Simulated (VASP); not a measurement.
# Na (Im-3m) in VASP: notebook

Na is run at these levels: PBE, PBEsol; tasks: single point.

Everything below comes from runs of VASP 6.6.1. Logs are shortened: lines on timing, memory, paths and dates and some standing lists are left out, and cuts for length are marked.

## Step 1: The cell of the first run

It takes space group Im-3m (No. 229, cubic). Conventional cell: a = 4.310 Å, b = 4.310 Å, c = 4.310 Å, α = 90.00°, β = 90.00°, γ = 90.00°. Na (site symmetry m-3m) has 14 Na at 3.73 to 4.31 Å within 4.9 Å.

## Step 2: Single point, PBE (volume scaled by 1.02)

Contents of INCAR:

```
PREC = Accurate
ENCUT = 520
EDIFF = 1E-7
ISMEAR = -1
SIGMA = 0.05
LREAL = False
LASPH = True
NELM = 60
ALGO = Normal
ISIF = 2
LWAVE = False
LCHARG = False
GGA = PE
NBANDS = 10
```

Contents of KPOINTS:

```
Automatic mesh
0
Gamma
  9 9 9
```

Contents of POSCAR:

```
Na
1.0
   -2.1551792212      2.1551792212      2.1551792212
    2.1551792212     -2.1551792212      2.1551792212
    2.1551792212      2.1551792212     -2.1551792212
Na
1
Direct
    0.0000000000      0.0000000000      0.0000000000
```

Potentials or basis: VASP PAW PBE potentials, release 64 (Na_pv).

Launch:

```
$ cat potpaw_PBE.64/Na_pv/POTCAR > POTCAR
$ mpirun -np 1 vasp_std > vasp.out
```

OUTCAR:

```text
PREC = Accurate
   ENCUT = 520
   EDIFF = 1E-7
   ISMEAR = -1
   LREAL = False
   LASPH = True
   NELM = 60
   ISIF = 2
   GGA = PE

 ion  position               nearest neighbor table
   1  0.000  0.000  0.000-

  LATTYP: Found a body centered cubic cell.
 ALAT       =     4.3103584424

  Lattice vectors:

 A1 = (  -2.1551792212,   2.1551792212,   2.1551792212)
 A2 = (   2.1551792212,  -2.1551792212,   2.1551792212)
 A3 = (   2.1551792212,   2.1551792212,  -2.1551792212)

Analysis of symmetry for initial positions (statically):
=====================================================================
 Subroutine PRICEL returns:
 Original cell was already a primitive cell.

 Routine SETGRP: Setting up the symmetry group for a
 body centered cubic supercell.

 Subroutine GETGRP returns: Found 48 space group operations
[... 9 lines left out ...]

 Routine SETGRP: Setting up the symmetry group for a
 body centered cubic supercell.

 Subroutine GETGRP returns: Found 48 space group operations
[... 11 lines left out ...]
                                     Primitive cell

  volume of cell :      40.0415

  direct lattice vectors                    reciprocal lattice vectors
    -2.155179221  2.155179221  2.155179221     0.000000000  0.231999267  0.231999267
     2.155179221 -2.155179221  2.155179221     0.231999267  0.000000000  0.231999267
     2.155179221  2.155179221 -2.155179221     0.231999267  0.231999267  0.000000000

  length of vectors
     3.732879911  3.732879911  3.732879911     0.328096510  0.328096510  0.328096510

  position of ions in fractional coordinates (direct lattice)
     0.000000000  0.000000000  0.000000000

  ion indices of the primitive-cell ions
   primitive index   ion index
                 1           1

----------------------------------------------------------------------------------------

 KPOINTS: Automatic mesh

Automatic generation of k-mesh.
 Grid dimensions read from file:
 generate k-points for:    9    9    9

 Generating k-lattice:

  Cartesian coordinates                     Fractional coordinates (reciprocal lattice)
     0.000000000  0.025777696  0.025777696     0.111111111  0.000000000  0.000000000
     0.025777696  0.000000000  0.025777696     0.000000000  0.111111111  0.000000000
     0.025777696  0.025777696  0.000000000     0.000000000  0.000000000  0.111111111

  Length of vectors
     0.036455168  0.036455168  0.036455168

  Shift w.r.t. Gamma in fractional coordinates (k-lattice)
     0.000000000  0.000000000  0.000000000

 Subroutine IBZKPT returns following result:
 ===========================================

 Found     35 irreducible k-points:

 Following reciprocal coordinates:
            Coordinates               Weight
  0.000000  0.000000  0.000000      1.000000
  0.111111  0.000000  0.000000     12.000000
  0.222222  0.000000  0.000000     12.000000
  0.333333  0.000000  0.000000     12.000000
  0.444444  0.000000  0.000000     12.000000
  0.111111  0.111111  0.000000     24.000000
[... 16 lines left out ...]
 -0.333333  0.444444  0.111111     48.000000
 -0.444444 -0.444444  0.111111     24.000000
 [... further k-points ...]
   k-points           NKPTS =     35   k-points in BZ     NKDIM =     35   number of bands    NBANDS=     10
   number of dos      NEDOS =    301   number of ions     NIONS =      1
   total plane-waves  NPLWV =  21952
   dimension x,y,z NGX =    28 NGY =   28 NGZ =   28
   dimension x,y,z NGXF=    56 NGYF=   56 NGZF=   56
   ions per type =               1
   NGX,Y,Z   is equivalent  to a cutoff of  12.47, 12.47, 12.47 a.u.
   NGXF,Y,Z  is equivalent  to a cutoff of  24.94, 24.94, 24.94 a.u.
 SYSTEM =  unknown system
   PREC   = accura    normal or accurate (medium, high low for compatibility)
   ISTART =      0    job   : 0-new  1-cont  2-samecut
   ICHARG =      2    charge: 1-file 2-atom 10-const
   ISPIN  =      1    spin polarized calculation?
   LNONCOLLINEAR =      F non collinear calculations
   LSORBIT =      F    spin-orbit coupling
   LASPH  =      T    aspherical Exc in radial PAW
   ENCUT  =  520.0 eV  38.22 Ry    6.18 a.u.   6.94  6.94  6.94*2*pi/ulx,y,z
   NELM   =     60;   NELMIN=  2; NELMDL= -5     # of ELM steps
   EDIFF  = 0.1E-06   stopping-criterion for ELM
   LREAL  =      F    real-space projection
   EDIFFG = 0.1E-05   stopping-criterion for IOM
   NSW    =      0    number of steps for IOM
   IBRION =     -1    ionic relax: 0-MD 1-quasi-New 2-CG
   NFREE  =      0    steps in history (QN), initial steepest desc. (CG)
   ISIF   =      2    stress and relaxation
   ISYM   =      2    0-nonsym 1-usesym 2-fastsym
   POTIM  = 0.5000    time-step for ionic-motion
   TEBEG  =    0.0;   TEEND  =   0.0 temperature during run
   PSTRESS=    0.0 pullay stress
   NELECT =       7.0000    total number of electrons
   NUPDOWN=      -1.0000    fix difference up-down
   EMIN   =  10.00;   EMAX   =-10.00  energy-range for DOS
   EFERMI =   0.00;   METHOD = LEGACY
   ISMEAR =    -1;   SIGMA  =   0.05  broadening in eV -4-tet -1-fermi 0-gaus
   EFERMI_NEDOS =   21; number of points for ismear=-14 and -15
   IALGO  =     38    algorithm
   IMIX   =      4    mixing-type and parameters
     AMIX     =   0.40;   BMIX     =  1.00
     AMIX_MAG =   1.60;   BMIX_MAG =  1.00
  volume/ion in A,a.u.               =      40.04       270.21
  Fermi-wavevector in a.u.,A,eV,Ry     =   0.915386  1.729828 11.400743  0.837931
  Thomas-Fermi vector in A             =   2.040121
   LORBIT       =      0    0 simple, 1 ext, 2 COOP (PROOUT), +10 PAW based schemes
   GGA     = PE    functional components
   LHFCALC =     F    Hartree Fock is set to
   AEXX    =    0.0000 exact exchange contribution
   IVDW    =     0    specifies the selected vdW correction
   LEPSILON=     F    determine dielectric tensor
   LRPA    =     F    only Hartree local field effects (RPA)
 non-spin polarized calculation
  energy-cutoff  :      520.00
  volume of cell :       40.04
 maximum number of plane-waves:      1100
   NGX = 13   NGY = 13   NGZ = 13

 number of electron       7.0000001 magnetization

 Free energy of the ion-electron system (eV)
  ---------------------------------------------------
  ext. energy  EPLUGINS =         0.00000000
  ---------------------------------------------------
  free energy    TOTEN  =        -1.31216649 eV

  energy without entropy =       -1.30885077  energy(sigma->0) =       -1.31050863

 E-fermi :   0.1050     XC(G=0):  -6.3051

 val. band max:        0.0096363398   @ k =  -0.3333   0.4444   0.1111
 cond. band min:       0.1999444752   @ k =   0.4444   0.0000   0.0000
 fundamental gap:      0.1903081354
 Fermi energy:         0.1050069093

 k-point     1 :       0.0000    0.0000    0.0000
  band No.  band energies     occupation
      1     -24.8485      2.00000
      2     -24.8485      2.00000
      3     -24.8485      2.00000
      4      -3.0029      2.00000
      5      11.3576      0.00000
      6      11.3576      0.00000
      7      11.3576      0.00000
      8      12.3159      0.00000
      9      12.3159      0.00000
     10      12.8407      0.00000

 k-point     2 :       0.1111    0.0000    0.0000
  band No.  band energies     occupation
      1     -24.8516      2.00000
      2     -24.8496      2.00000
      3     -24.8485      2.00000
      4      -2.7969      2.00000
      5       9.2009      0.00000
      6      10.3548      0.00000
      7      10.6290      0.00000
      8      11.1270      0.00000
      9      11.6342      0.00000
     10      13.0327      0.00000

 k-point     3 :       0.2222    0.0000    0.0000
  band No.  band energies     occupation
      1     -24.8596      2.00000
      2     -24.8523      2.00000
      3     -24.8484      2.00000
      4      -2.1835      2.00000
      5       6.4944      0.00000
      6       9.2268      0.00000
      7       9.7337      0.00000
      8      10.0553      0.00000
      9      10.9694      0.00000
     10      13.5197      0.00000

 k-point     4 :       0.3333    0.0000    0.0000
  band No.  band energies     occupation
      1     -24.8687      2.00000
      2     -24.8554      2.00000
      3     -24.8484      2.00000
      4      -1.1757      2.00000
      5       4.0761      0.00000
      6       8.4503      0.00000
      7       9.1115      0.00000
      8       9.3402      0.00000
      9      10.3265      0.00000
     10      14.3437      0.00000

 k-point     5 :       0.4444    0.0000    0.0000
  band No.  band energies     occupation
      1     -24.8745      2.00000
      2     -24.8575      2.00000
      3     -24.8484      2.00000
      4       0.1999      0.26050
      5       1.9953      0.00000
      6       8.0588      0.00000
      7       8.7986      0.00000
      8       8.9835      0.00000
      9       9.9620      0.00000
     10      15.3099      0.00000

 k-point     6 :       0.1111    0.1111    0.0000
  band No.  band energies     occupation
      1     -24.8572      2.00000
      2     -24.8508      2.00000
      3     -24.8492      2.00000
      4      -2.3872      2.00000
      5       7.7228      0.00000
      6       8.2056      0.00000
      7       9.7853      0.00000
      8      11.1248      0.00000
      9      11.7966      0.00000
     10      13.2930      0.00000

 k-point     7 :       0.2222    0.1111    0.0000
  band No.  band energies     occupation
      1     -24.8650      2.00000
      2     -24.8540      2.00000
      3     -24.8495      2.00000
      4      -1.5766      2.00000
      5       5.3581      0.00000
      6       7.1032      0.00000
      7       8.9415      0.00000
      8      10.5377      0.00000
      9      12.0015      0.00000
     10      12.8826      0.00000

 k-point     8 :       0.3333    0.1111   -0.0000
  band No.  band energies     occupation
      1     -24.8717      2.00000
      2     -24.8573      2.00000
      3     -24.8496      2.00000
      4      -0.3828      1.99988
      5       3.1265      0.00000
      6       6.5284      0.00000
      7       8.4130      0.00000
      8      10.0266      0.00000
      9      11.8163      0.00000
     10      13.5822      0.00000

 k-point     9 :       0.4444    0.1111    0.0000
  band No.  band energies     occupation
      1     -24.8743      2.00000
      2     -24.8586      2.00000
      3     -24.8496      2.00000
      4       0.9946      0.00000
      5       1.4004      0.00000
      6       6.3382      0.00000
      7       8.2343      0.00000
      8       9.8487      0.00000
      9      11.6769      0.00000
     10      14.5105      0.00000
[... 118 lines left out ...]
 k-point    19 :      -0.2222    0.2222    0.1111
  band No.  band energies     occupation
      1     -24.8595      2.00000
      2     -24.8534      2.00000
      3     -24.8510      2.00000
      4      -1.9805      2.00000
      5       6.6453      0.00000
      6       8.0299      0.00000
      7       8.8310      0.00000
      8      10.4661      0.00000
      9      11.2619      0.00000
     10      12.6452      0.00000

 k-point    20 :      -0.3333    0.3333    0.1111
  band No.  band energies     occupation
      1     -24.8681      2.00000
      2     -24.8566      2.00000
      3     -24.8509      2.00000
      4      -0.9762      2.00000
      5       4.2561      0.00000
      6       7.3104      0.00000
      7       8.1841      0.00000
      8      10.6174      0.00000
      9      11.0829      0.00000
     10      12.0954      0.00000

 k-point    21 :      -0.2222    0.3333    0.1111
  band No.  band energies     occupation
      1     -24.8652      2.00000
      2     -24.8567      2.00000
      3     -24.8526      2.00000
      4      -1.1756      2.00000
      5       5.4725      0.00000
      6       6.0939      0.00000
      7       8.8780      0.00000
      8       9.8574      0.00000
      9      10.9161      0.00000
     10      14.2022      0.00000

 k-point    22 :      -0.4444    0.4444    0.1111
  band No.  band energies     occupation
      1     -24.8737      2.00000
      2     -24.8587      2.00000
      3     -24.8507      2.00000
      4       0.3938      0.00618
      5       2.1872      0.00000
      6       6.9494      0.00000
      7       7.8205      0.00000
      8      10.2798      0.00000
      9      11.3141      0.00000
     10      12.5973      0.00000

 k-point    23 :      -0.3333    0.4444    0.1111
  band No.  band energies     occupation
      1     -24.8706      2.00000
      2     -24.8602      2.00000
      3     -24.8528      2.00000
      4       0.0096      1.74146
      5       3.4827      0.00000
      6       5.3026      0.00000
      7       8.6833      0.00000
      8      10.2665      0.00000
      9      10.6692      0.00000
     10      13.4025      0.00000

 k-point    24 :      -0.4444   -0.4444    0.1111
  band No.  band energies     occupation
      1     -24.8728      2.00000
      2     -24.8617      2.00000
      3     -24.8528      2.00000
      4       1.3645      0.00000
      5       1.7951      0.00000
      6       5.0980      0.00000
      7       8.5369      0.00000
      8      10.1776      0.00000
      9      11.5384      0.00000
     10      12.3737      0.00000

 [... further k-points ...]
[... 5 lines left out ...]
  --------------------------------------------------------------------------------------
  -------------------------------------------------------------------------------------
  Total       -0.1396345     -0.1396345     -0.1396345     -0.0000000     -0.0000000      0.0000000
  in kB       -5.5871873     -5.5871873     -5.5871873     -0.0000000     -0.0000000      0.0000000
  external PRESSURE =      -5.5871873 kB  Pullay stress =       0.0000000 kB

 VOLUME and BASIS-vectors are now :
 -----------------------------------------------------------------------------
  energy-cutoff  :      520.00
  volume of cell :       40.04
      direct lattice vectors                 reciprocal lattice vectors
    -2.155179221  2.155179221  2.155179221     0.000000000  0.231999267  0.231999267
     2.155179221 -2.155179221  2.155179221     0.231999267  0.000000000  0.231999267
     2.155179221  2.155179221 -2.155179221     0.231999267  0.231999267  0.000000000

 POSITION                                       TOTAL-FORCE (eV/Angst)
 -----------------------------------------------------------------------------------
      0.00000      0.00000      0.00000        -0.000000     -0.000000      0.000000
 -----------------------------------------------------------------------------------
    total drift:                               -0.000000     -0.000000     -0.000000

  FREE ENERGIE OF THE ION-ELECTRON SYSTEM (eV)
  ---------------------------------------------------
  free  energy   TOTEN  =        -1.3121664940 eV

  energy  without entropy=       -1.3088507685  energy(sigma->0) =       -1.31050863
```

It took 4.1 s on 1 thread of Intel Xeon 6975P-C (Granite Rapids), shared host; peak memory 0.15 GiB.

What came out:

```
Free energy : -1.3122 eV
Pressure    : -0.6 GPa
```

Levels at points of the mesh, in eV from the Fermi level:
| k point | band 1 | band 2 | band 3 | band 4 | band 5 | band 6 |
| --- | --- | --- | --- | --- | --- | --- |
| (0.00, 0.00, 0.00) | -24.95 | -24.95 | -24.95 | -3.11 | 11.25 | 11.25 |

[end of part 1 of 3]
